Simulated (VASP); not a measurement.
Input of a VASP 6.6.1 run:

The input INCAR:

```
SYSTEM = CoO
  PREC = Accurate
  ENCUT = 700
  EDIFF = 1E-7
  ISMEAR = -1
  SIGMA = 0.05
  LREAL = .FALSE.
  LASPH = .TRUE.
  NELM = 200
  ALGO = Normal
  ISIF = 3
  LWAVE = .FALSE.
  LCHARG = .FALSE.
  ISPIN = 2
  MAGMOM = 2 0
  LORBIT = 11
  LMAXMIX = 4
  GGA = B5
  ALDAX = 1.0
  AGGAX = 1.0
  AGGAC = 1.0
  ALDAC = 0.0
  IBRION = 2
  NSW = 60
  EDIFFG = -0.01
  GGA_COMPAT = .FALSE.
  NELMIN = 4
```

KPOINTS

```
regular mesh
0
G
  11 11 11
  0 0 0
```

POSCAR

```
CoO
1.0
    1.5054695445      0.8691832468      2.4399269062
   -1.5054695445      0.8691832468      2.4399269062
    0.0000000000     -1.7383664936      2.4399269062
Co O
1 1
Direct
    0.0000000000      0.0000000000      0.0000000000
    0.5000000000      0.5000000000      0.5000000000
```

Potentials or basis: VASP PAW PBE potentials, release 64 (Co_sv, O).

The run is started by

```bash
$ cat potpaw_PBE.64/Co_sv/POTCAR potpaw_PBE.64/O/POTCAR > POTCAR
$ mpirun -np 1 vasp_std > vasp.out
```

(1) What does it give for the net moment?

(2) Estimate the site moments.

(3) Predict the relaxed cell.

(4) Estimate the space group after relaxing (to 0.1 Å).

## Answers

(1) 2.86 μB per cell.

(2) Co +2.46; O +0.29 μB.

(3) a = 2.991 Å, b = 2.991 Å, c = 2.991 Å, α = 62.05°, β = 62.05°, γ = 62.05°.

(4) R-3m (No. 166).

Caveat: a cell with one magnetic atom can't hold antiferromagnetic order, which such compounds often take.
